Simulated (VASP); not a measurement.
# Nb (P6/mmm) in VASP: notebook

Runs on Nb. Level: PBE. Tasks: single point.

Program: VASP 6.6.1. These are calculated values, not measurements. Logs are shortened: lines on timing, memory, paths and dates and some standing lists are left out, and cuts for length are marked.

## 1. The cell of the first run

It takes space group P6/mmm (No. 191, hexagonal). The conventional cell has a = 2.121 Å, b = 2.121 Å, c = 1.988 Å, α = 90.00°, β = 90.00°, γ = 120.00°. Within 2.6 Å of Nb (site symmetry 6/mmm) lie 8 Nb at 1.99 to 2.12 Å.

## 2. Single point, PBE

Contents of INCAR:

```
SYSTEM = Nb
PREC = Accurate ; ENCUT = 520
EDIFF = 1E-6 ; ISMEAR = -1
SIGMA = 0.05 ; LREAL = .FALSE.
LASPH = .TRUE. ; NELM = 100
ALGO = Normal ; ISIF = 2
LWAVE = .FALSE. ; LCHARG = .TRUE.
GGA = PE ; LELF = .TRUE.
LVHAR = .TRUE. ; NBANDS = 12
```

Contents of KPOINTS:

```
regular mesh
0
G
  15 15 14
  0 0 0
```

Contents of POSCAR:

```
Nb
1.0
    2.1208946987      0.0000000000      0.0000000000
   -1.0604473494      1.8367486878      0.0000000000
    0.0000000000      0.0000000000      1.9881075894
Nb
1
Direct
    0.0000000000      0.0000000000      0.0000000000
```

Potentials or basis: VASP PAW PBE potentials, release 64 (Nb_sv).

The run is started by

```
cat potpaw_PBE.64/Nb_sv/POTCAR > POTCAR
mpirun -np 1 vasp_std > vasp.out
```

OUTCAR:

```text
SYSTEM = Nb
   PREC = Accurate
   ENCUT = 520
   EDIFF = 1E-6
   ISMEAR = -1
   LREAL = .FALSE.
   LASPH = .TRUE.
   NELM = 100
   ISIF = 2
   GGA = PE

 ion  position               nearest neighbor table
   1  0.000  0.000  0.000-

  LATTYP: Found a hexagonal cell.
 ALAT       =     2.1208946987
 C/A-ratio  =     0.9373909938

  Lattice vectors:

 A1 = (   2.1208946987,   0.0000000000,   0.0000000000)
 A2 = (  -1.0604473494,   1.8367486878,   0.0000000000)
 A3 = (   0.0000000000,   0.0000000000,   1.9881075894)

Analysis of symmetry for initial positions (statically):
=====================================================================
 Subroutine PRICEL returns:
 Original cell was already a primitive cell.

 Routine SETGRP: Setting up the symmetry group for a
 hexagonal supercell.

 Subroutine GETGRP returns: Found 24 space group operations
 (whereof 24 operations were pure point group operations)
 out of a pool of 24 trial point group operations.

The static configuration has the point symmetry D_6h.

Analysis of symmetry for dynamics (positions and initial velocities):
=====================================================================
 Subroutine PRICEL returns:
 Original cell was already a primitive cell.

 Routine SETGRP: Setting up the symmetry group for a
 hexagonal supercell.

 Subroutine GETGRP returns: Found 24 space group operations
 (whereof 24 operations were pure point group operations)
 out of a pool of 24 trial point group operations.

The dynamic configuration has the point symmetry D_6h.

 Subroutine INISYM returns: Found 24 space group operations
 (whereof 24 operations are pure point group operations),
 and found     1 'primitive' translations

----------------------------------------------------------------------------------------

                                     Primitive cell

  volume of cell :       7.7448

  direct lattice vectors                    reciprocal lattice vectors
     2.120894699  0.000000000  0.000000000     0.471499128  0.272220148  0.000000000
    -1.060447349  1.836748688  0.000000000     0.000000000  0.544440296  0.000000000
     0.000000000  0.000000000  1.988107589     0.000000000  0.000000000  0.502990887

  length of vectors
     2.120894699  2.120894699  1.988107589     0.544440296  0.544440296  0.502990887

  position of ions in fractional coordinates (direct lattice)
     0.000000000  0.000000000  0.000000000

  ion indices of the primitive-cell ions
   primitive index   ion index
                 1           1

[... 81 lines left out ...]
   PSTRESS=    0.0 pullay stress
   NELECT =      13.0000    total number of electrons
   NUPDOWN=      -1.0000    fix difference up-down
   EMIN   =  10.00;   EMAX   =-10.00  energy-range for DOS
   EFERMI =   0.00;   METHOD = LEGACY
   ISMEAR =    -1;   SIGMA  =   0.05  broadening in eV -4-tet -1-fermi 0-gaus
   EFERMI_NEDOS =   21; number of points for ismear=-14 and -15
   IALGO  =     38    algorithm
   IMIX   =      4    mixing-type and parameters
     AMIX     =   0.40;   BMIX     =  1.00
     AMIX_MAG =   1.60;   BMIX_MAG =  1.00
  volume/ion in A,a.u.               =       7.74        52.26
  Fermi-wavevector in a.u.,A,eV,Ry     =   1.945598  3.676646 51.502818  3.785350
  Thomas-Fermi vector in A             =   2.974270
   LORBIT       =      0    0 simple, 1 ext, 2 COOP (PROOUT), +10 PAW based schemes
   GGA     = PE    functional components
   LHFCALC =     F    Hartree Fock is set to
   AEXX    =    0.0000 exact exchange contribution
   IVDW    =     0    specifies the selected vdW correction
   LEPSILON=     F    determine dielectric tensor
   LRPA    =     F    only Hartree local field effects (RPA)
 non-spin polarized calculation
  energy-cutoff  :      520.00
  volume of cell :        7.74
 maximum number of plane-waves:       216
 NGX is ok and might be reduce to    16

 number of electron      13.0000000 magnetization

 Free energy of the ion-electron system (eV)
  ---------------------------------------------------
  ext. energy  EPLUGINS =         0.00000000
  ---------------------------------------------------
  free energy    TOTEN  =         3.52577017 eV

  energy without entropy =        3.53123162  energy(sigma->0) =        3.52850090

 E-fermi :  29.0054     XC(G=0): -17.5217

 val. band max:       29.0046686331   @ k =   0.2667   0.0000   0.1429
 cond. band min:      29.0070714830   @ k =   0.2667   0.0000   0.5000
 fundamental gap:      0.0024028498
 Fermi energy:        29.0053783567

 k-point     1 :       0.0000    0.0000    0.0000
  band No.  band energies     occupation
      1     -31.1892      2.00000
      2       1.3133      2.00000
      3       1.5127      2.00000
      4       1.5127      2.00000
      5      19.1193      2.00000
      6      25.1096      2.00000
      7      26.6207      2.00000
      8      26.6207      2.00000
      9      39.8247      0.00000
     10      42.8033      0.00000
     11      42.8033      0.00000
     12      54.6458      0.00000
[... 331 lines left out ...]
 k-point    24 :       0.4000    0.2000    0.0000
  band No.  band energies     occupation
      1     -27.0802      2.00000
      2      -9.5186      2.00000
      3      -4.9535      2.00000
      4       3.4547      2.00000
      5      23.3946      2.00000
      6      26.3925      2.00000
      7      32.1039      0.00000
      8      33.8089      0.00000
      9      36.5105      0.00000
     10      40.8168      0.00000
     11      45.8447      0.00000
     12      49.3254      0.00000

 [... further k-points ...]

------------------------ aborting loop because EDIFF is reached ----------------------------------------

  FORCE on cell =-STRESS in cart. coord.  units (eV):
  Direction    XX          YY          ZZ          XY          YZ          ZX
  --------------------------------------------------------------------------------------
  -------------------------------------------------------------------------------------
  Total       37.7487457     37.7487457     37.7290840     -0.0000000     -0.0000000      0.0000000
  in kB     7809.1610698   7809.1610695   7805.0936129     -0.0000002     -0.0000000      0.0000000
  external PRESSURE =    7807.8052507 kB  Pullay stress =       0.0000000 kB

 VOLUME and BASIS-vectors are now :
 -----------------------------------------------------------------------------
  energy-cutoff  :      520.00
  volume of cell :        7.74
      direct lattice vectors                 reciprocal lattice vectors
     2.120894699  0.000000000  0.000000000     0.471499128  0.272220148  0.000000000
    -1.060447349  1.836748688  0.000000000     0.000000000  0.544440296  0.000000000
     0.000000000  0.000000000  1.988107589     0.000000000  0.000000000  0.502990887

 POSITION                                       TOTAL-FORCE (eV/Angst)
 -----------------------------------------------------------------------------------
      0.00000      0.00000      0.00000         0.000000      0.000000      0.000000
 -----------------------------------------------------------------------------------
    total drift:                                0.000000     -0.000000      0.000000

  FREE ENERGIE OF THE ION-ELECTRON SYSTEM (eV)
  ---------------------------------------------------
  free  energy   TOTEN  =         3.5257701749 eV

  energy  without entropy=        3.5312316181  energy(sigma->0) =        3.52850090
```

OSZICAR:

```text
N       E                     dE             d eps       ncg     rms          rms(c)
DAV:   1     0.140857833585E+03    0.14086E+03   -0.77057E+03  5288   0.121E+03
DAV:   2     0.733864768576E+01   -0.13352E+03   -0.12682E+03  5320   0.439E+02
DAV:   3     0.371092409136E+01   -0.36277E+01   -0.34582E+01  7276   0.682E+01
DAV:   4     0.357853006073E+01   -0.13239E+00   -0.13189E+00  6664   0.109E+01
DAV:   5     0.357233669822E+01   -0.61934E-02   -0.61919E-02  7692   0.188E+00    0.351E+01
DAV:   6     0.361955328266E+01    0.47217E-01   -0.21594E-01  8064   0.442E+00    0.190E+01
DAV:   7     0.354107598054E+01   -0.78477E-01   -0.27249E-01  8464   0.427E+00    0.188E+00
DAV:   8     0.352554670616E+01   -0.15529E-01   -0.45205E-02  5500   0.280E+00    0.521E-01
DAV:   9     0.352593471260E+01    0.38801E-03   -0.29957E-03  7136   0.689E-01    0.115E-01
DAV:  10     0.352577871413E+01   -0.15600E-03   -0.20305E-04  6292   0.220E-01    0.191E-02
DAV:  11     0.352577547753E+01   -0.32366E-05   -0.13695E-05  7896   0.354E-02    0.953E-03
DAV:  12     0.352576986794E+01   -0.56096E-05   -0.60424E-06  6748   0.313E-02    0.279E-03
DAV:  13     0.352577017490E+01    0.30696E-06   -0.90459E-07  5588   0.788E-03
   1 F= 0.35257702E+01 E0= 0.35285009E+01  d E =-.546144E-02
```

stdout:

```text
POSCAR found type information on POSCAR Nb
 POSCAR found :  1 types and       1 ions
 scaLAPACK will be used
 LDA part: xc-table for (Slater+PW92), standard interpolation
 POSCAR, INCAR and KPOINTS ok, starting setup
 FFT: planning ... GRIDC
 FFT: planning ... GRID_SOFT
 FFT: planning ... GRID
 WAVECAR not read
 entering main loop
```

Run time: 26 s. Hardware: 1 thread of AMD EPYC 7R43 (Zen 3), shared host; peak memory 0.09 GiB.

The run converged, but its numbers aren't listed here, since they failed a check.

## 3. Single point, PBE

Contents of INCAR:

```
  ALGO = Normal
  EDIFF = 1E-7
  ENCUT = 520
  GGA = PE
  ISIF = 2
  ISMEAR = -1
  LASPH = True
  LCHARG = True
  LELF = True
  LREAL = False
  LVHAR = True
  LWAVE = False
  NBANDS = 12
  NELM = 60
  PREC = Accurate
  SIGMA = 0.05
```

Contents of KPOINTS:

```
k-points
0
Gamma
  15 15 14
```

POSCAR is that of step 2.

Potentials or basis: VASP PAW PBE potentials, release 64 (Nb_sv).

The run is started by

```
cat potpaw_PBE.64/Nb_sv/POTCAR > POTCAR
mpirun -np 1 vasp_std > vasp.out
```

It took 28 s on 1 thread of AMD EPYC 7R43 (Zen 3), shared host; peak memory 0.09 GiB.

The run converged, but its numbers aren't listed here, since they failed a check.

## 4. Single point, PBE

This run uses another cell than the first one, of 8.71 Å³/atom, 1.125 times its volume.

Contents of INCAR:

```
  PREC = Accurate
  ENCUT = 520
  EDIFF = 1E-6
  ISMEAR = -1
  SIGMA = 0.05
  LREAL = F
  LASPH = T
  NELM = 100
  ALGO = Normal
  ISIF = 2
  LWAVE = F
  LCHARG = F
  GGA = PE
  NBANDS = 12
```

Contents of KPOINTS:

```
Automatic mesh
0
Gamma
  15 15 14
```

Contents of POSCAR:

```
Nb
1.0
    2.2035597225      0.0000000000      0.0000000000
   -1.1017798613      1.9083386984      0.0000000000
    0.0000000000      0.0000000000      2.0719580949
Nb
1
Direct
    0.0000000000      0.0000000000      0.0000000000
```

The run is started by

```
cat potpaw_PBE.64/Nb_sv/POTCAR > POTCAR
mpirun -np 1 vasp_std > vasp.out
```

It took 25 s on 1 thread of AMD EPYC 7R43 (Zen 3), shared host; peak memory 0.09 GiB.

The run converged. Its results:

* Free energy: -0.4085 eV
* Pressure: 540.0 GPa

Stress tensor (GPa, compression positive):
```
540.18   0.00   0.00
  0.00 540.18   0.00
  0.00   0.00 539.63
```

Levels at points of the mesh, in eV from the Fermi level:
| k point | band 2 | band 3 | band 4 | band 5 | band 6 | band 7 | band 8 | band 9 | band 10 | band 11 |
| --- | --- | --- | --- | --- | --- | --- | --- | --- | --- | --- |
| (0.00, 0.00, 0.00) | -27.94 | -27.80 | -27.80 | -8.49 | -4.87 | -1.69 | -1.69 | 11.48 | 12.28 | 12.28 |
| (0.00, 0.00, 0.50) | -37.85 | -26.61 | -26.61 | -1.47 | 0.59 | 0.59 | 2.84 | 2.84 | 3.38 | 16.00 |

## 5. Single point, PBE

This run uses another cell than the first one, of 10.65 Å³/atom, 1.375 times its volume.

Contents of INCAR:

```
SYSTEM = Nb
ALGO     = Normal         ! electronic algorithm
EDIFF    = 1E-7           ! SCF threshold, eV
ENCUT    = 520            ! plane-wave cutoff, eV
GGA      = PE             ! functional
ISIF     = 2              ! what is computed and relaxed
ISMEAR   = -1             ! smearing method
LASPH    = .True.         ! aspherical terms in the spheres
LCHARG   = .False.        ! write CHGCAR
LREAL    = .False.        ! projectors in reciprocal space
LWAVE    = .False.        ! write WAVECAR
NBANDS   = 12             ! bands
NELM     = 100            ! most SCF steps
PREC     = Accurate       ! precision mode
SIGMA    = 0.05           ! smearing width, eV
```

Contents of KPOINTS:

```
k-points
0
Gamma
  15 15 14
  0 0 0
```

Contents of POSCAR:

```
Nb
1.0
    2.3497538910      0.0000000000      0.0000000000
   -1.1748769455      2.0349465623      0.0000000000
    0.0000000000      0.0000000000      2.2270811374
Nb
1
Direct
    0.0000000000      0.0000000000      0.0000000000
```

Potentials or basis: VASP PAW PBE potentials, release 64 (Nb_sv).

The run is started by

```
cat potpaw_PBE.64/Nb_sv/POTCAR > POTCAR
mpirun -np 1 vasp_std > vasp.out
```

OUTCAR:

```text
SYSTEM = Nb
   EDIFF = 1E-7
   ENCUT = 520
   GGA = PE
   ISIF = 2
   ISMEAR = -1
   LASPH = .True.
   LREAL = .False.
   NELM = 100
   PREC = Accurate

 ion  position               nearest neighbor table
   1  0.000  0.000  0.000-

  LATTYP: Found a hexagonal cell.
 ALAT       =     2.3497538910
 C/A-ratio  =     0.9477933608

  Lattice vectors:

 A1 = (   2.3497538910,   0.0000000000,   0.0000000000)
 A2 = (  -1.1748769455,   2.0349465623,   0.0000000000)
 A3 = (   0.0000000000,   0.0000000000,   2.2270811374)

Analysis of symmetry for initial positions (statically):
=====================================================================
 Subroutine PRICEL returns:
 Original cell was already a primitive cell.

 Routine SETGRP: Setting up the symmetry group for a
 hexagonal supercell.

 Subroutine GETGRP returns: Found 24 space group operations
 (whereof 24 operations were pure point group operations)
 out of a pool of 24 trial point group operations.

The static configuration has the point symmetry D_6h.

Analysis of symmetry for dynamics (positions and initial velocities):
[... 168 lines left out ...]
      3      -7.4552      2.00000
      4      -7.4552      2.00000
      5      14.3787      2.00000
      6      14.9434      2.00000
      7      20.0604      2.00000
      8      20.0604      2.00000
      9      30.8674      0.00000
     10      30.8674      0.00000
     11      33.0549      0.00000
     12      41.3928      0.00000
[... 331 lines left out ...]
 k-point    24 :       0.4000    0.2000    0.0000
  band No.  band energies     occupation
      1     -33.6173      2.00000
      2     -13.2208      2.00000
      3     -10.6262      2.00000
      4      -6.6155      2.00000
      5      16.6717      2.00000
      6      18.3628      2.00000
      7      23.1914      0.00000
      8      23.8222      0.00000
      9      26.8924      0.00000
     10      31.5816      0.00000
     11      35.6532      0.00000
     12      37.0120      0.00000

 [... further k-points ...]

------------------------ aborting loop because EDIFF is reached ----------------------------------------

  FORCE on cell =-STRESS in cart. coord.  units (eV):
  Direction    XX          YY          ZZ          XY          YZ          ZX
  --------------------------------------------------------------------------------------
  -------------------------------------------------------------------------------------
  Total       17.8583670     17.8583670     17.8491818      0.0000000     -0.0000000      0.0000000
  in kB     2686.8344026   2686.8344028   2685.4524663      0.0000000     -0.0000000      0.0000000
  external PRESSURE =    2686.3737572 kB  Pullay stress =       0.0000000 kB

 VOLUME and BASIS-vectors are now :
 -----------------------------------------------------------------------------
  energy-cutoff  :      520.00
  volume of cell :       10.65
      direct lattice vectors                 reciprocal lattice vectors
     2.349753891  0.000000000  0.000000000     0.425576484  0.245706698  0.000000000
    -1.174876946  2.034946562  0.000000000     0.000000000  0.491413396  0.000000000
     0.000000000  0.000000000  2.227081137     0.000000000  0.000000000  0.449018216

 POSITION                                       TOTAL-FORCE (eV/Angst)
 -----------------------------------------------------------------------------------
      0.00000      0.00000      0.00000        -0.000000      0.000000      0.000000
 -----------------------------------------------------------------------------------
    total drift:                               -0.000000      0.000000     -0.000000

  FREE ENERGIE OF THE ION-ELECTRON SYSTEM (eV)
  ---------------------------------------------------
  free  energy   TOTEN  =        -5.0960288349 eV

  energy  without entropy=       -5.0913478669  energy(sigma->0) =       -5.09368835
```

OSZICAR:

```text
N       E                     dE             d eps       ncg     rms          rms(c)
DAV:   1     0.132560227645E+03    0.13256E+03   -0.76437E+03  5256   0.116E+03
DAV:   2    -0.724248460916E+00   -0.13328E+03   -0.12719E+03  5348   0.423E+02
DAV:   3    -0.489039877535E+01   -0.41662E+01   -0.39786E+01  7480   0.685E+01
DAV:   4    -0.507157697186E+01   -0.18118E+00   -0.18026E+00  6884   0.123E+01
DAV:   5    -0.507994636181E+01   -0.83694E-02   -0.83665E-02  7708   0.221E+00    0.182E+01
DAV:   6    -0.503888516155E+01    0.41061E-01   -0.20234E-01  8320   0.585E+00    0.895E+00
DAV:   7    -0.508393909685E+01   -0.45054E-01   -0.13583E-01  8496   0.455E+00    0.137E+00
DAV:   8    -0.509604992113E+01   -0.12111E-01   -0.24693E-02  5880   0.203E+00    0.265E-01
DAV:   9    -0.509596495468E+01    0.84966E-04   -0.18181E-03  7368   0.424E-01    0.104E-01
DAV:  10    -0.509603073373E+01   -0.65779E-04   -0.19376E-04  6184   0.218E-01    0.256E-02
DAV:  11    -0.509602883009E+01    0.19036E-05   -0.10222E-05  6784   0.378E-02    0.349E-03
DAV:  12    -0.509602883493E+01   -0.48451E-08   -0.30883E-07  6864   0.752E-03
   1 F= -.50960288E+01 E0= -.50936884E+01  d E =-.468097E-02
```

Run time: 32 s. Hardware: 1 thread of AMD EPYC 7R43 (Zen 3), shared host; peak memory 0.1 GiB.

Results:

```yaml
Free_energy: -5.0960 eV
Pressure: 268.6 GPa
```

Stress tensor (GPa, compression positive):
```
268.68   0.00   0.00
  0.00 268.68   0.00
  0.00   0.00 268.55
```

(Continued in part 2 of 2.)
